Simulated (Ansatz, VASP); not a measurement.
# Two plane-wave programs on Co

INCAR

```
  ALGO = Normal
  EDIFF = 1E-6
  ENCUT = 520
  ISIF = 2
  ISMEAR = -1
  LASPH = True
  LCHARG = False
  LREAL = False
  LWAVE = False
  NBANDS = 10
  NELM = 60
  PREC = Accurate
  SIGMA = 0.1
```

The input KPOINTS:

```
k-points
0
Gamma
  16 16 16
```

File POSCAR:

```
Co
1.0
    2.3104227057      0.0000000000      0.0000000000
    0.0000000000      2.3104227057      0.0000000000
    0.0000000000      0.0000000000      2.3104227057
Co
1
Direct
    0.0000000000      0.0000000000      0.0000000000
```

Input for Ansatz:

```yaml
crystal:
  lattice:
    - [2.3104227057, 0.0, 0.0]
    - [0.0, 2.3104227057, 0.0]
    - [0.0, 0.0, 2.3104227057]
  atoms:
    - { symbol: Co, position: [0.0, 0.0, 0.0] }
hamiltonian:
  xc: lda
  pseudopotentials:
    kind: paw
    azcp:
      Co: "pseudopotentials/Co.paw.azcp"
basis:
  ecutwfc: 420
  fft_grid_basis: typed
kpoints:
  mp_grid: { grid: [16, 16, 16], shift: [0, 0, 0] }
magnetization:
  spin_polarized: false
scf:
  occupations: { method: fermi_dirac, width: 0.1 }
  lower_state_search: "off"
output:
  stress: true
```

Alike in both runs: task single point; functional LDA; k mesh 16 × 16 × 16; occupations fermi-dirac, width 0.1 eV; no spin polarisation.

```csv
,VASP,Ansatz
version,VASP 6.6.1,Ansatz 0.2.0
potentials or method,"VASP PAW LDA potentials, release 64 (Co), cutoff 520 eV","plane waves (420 eV) with PAW, scalar-relativistic"
valence electrons in the cell,9,17
```

```tsv
	VASP	Ansatz	Ansatz less VASP
pressure (GPa)	-20.3	-19.8	+0.43
```

Ansatz warns that its potentials were made for another functional, while VASP's fit it. LDA's correlation is that of Perdew and Zunger in VASP and of Perdew and Wang (1992) in Ansatz. VASP's potentials hold 9 valence electrons a cell and Ansatz's 17, so a difference there can come from the potentials and not from the codes.
